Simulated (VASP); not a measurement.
Wanted: the native input for a VASP 6.6.1 run.

```yaml
Task: single point
Functional: PBE
Potentials_or_basis: VASP PAW PBE potentials, release 64 (Co, Si)
Cutoff: 520 eV
k_mesh: 16 × 16 × 16
Occupations: gaussian, width 0.15 eV
Spin: no spin polarisation
Dipole_correction: no
Further_INCAR_settings: ALGO = Normal; EDIFF = 1e-07; NBANDS = 16
```

The structure of CoSi2 lies in POSCAR:

```
CoSi2
1.0
    0.0000000000      2.6799390597      2.6799390597
    2.6799390597      0.0000000000      2.6799390597
    2.6799390597      2.6799390597      0.0000000000
Co Si
1 2
Direct
    0.0000000000      0.0000000000      0.0000000000
    0.2823151155      0.2823151155      0.2823151155
    0.7176848845      0.7176848845      0.7176848845
```

This cell differs from its parent crystal: mode 4 (324.9 1/cm) frozen in, largest displacement -0.300 Å.

The input as run:

INCAR

```
SYSTEM = CoSi2
ALGO = Normal
EDIFF = 1E-7
ENCUT = 520
GGA = PE
ISIF = 2
ISMEAR = 0
LASPH = .True.
LCHARG = .True.
LELF = .True.
LREAL = .False.
LVHAR = .True.
LWAVE = .False.
NBANDS = 16
NELM = 100
PREC = Accurate
SIGMA = 0.15
```

KPOINTS

```
k-points
0
Gamma
  16 16 16
  0 0 0
```

Potentials or basis: VASP PAW PBE potentials, release 64 (Co, Si).

Launch:

```sh
$ cat potpaw_PBE.64/Co/POTCAR potpaw_PBE.64/Si/POTCAR > POTCAR
$ mpirun -np 1 vasp_std > vasp.out
```

It gave:

```
Pressure      : 10.7 GPa
Largest force : 2.393 eV/Å
```

Caveat: the cell differs from its parent crystal (mode 4 (324.9 1/cm) frozen in, largest displacement -0.300 Å); forces of over 1 eV/Å act on the atoms, so gaps and moduli don't describe the material at rest.

It took 4.6 min on 1 thread of Intel(R) Xeon(R) Platinum 8259CL CPU @ 2.50GHz (Skylake/Cascade Lake), with other jobs on the host, peak memory 0.36 GiB.
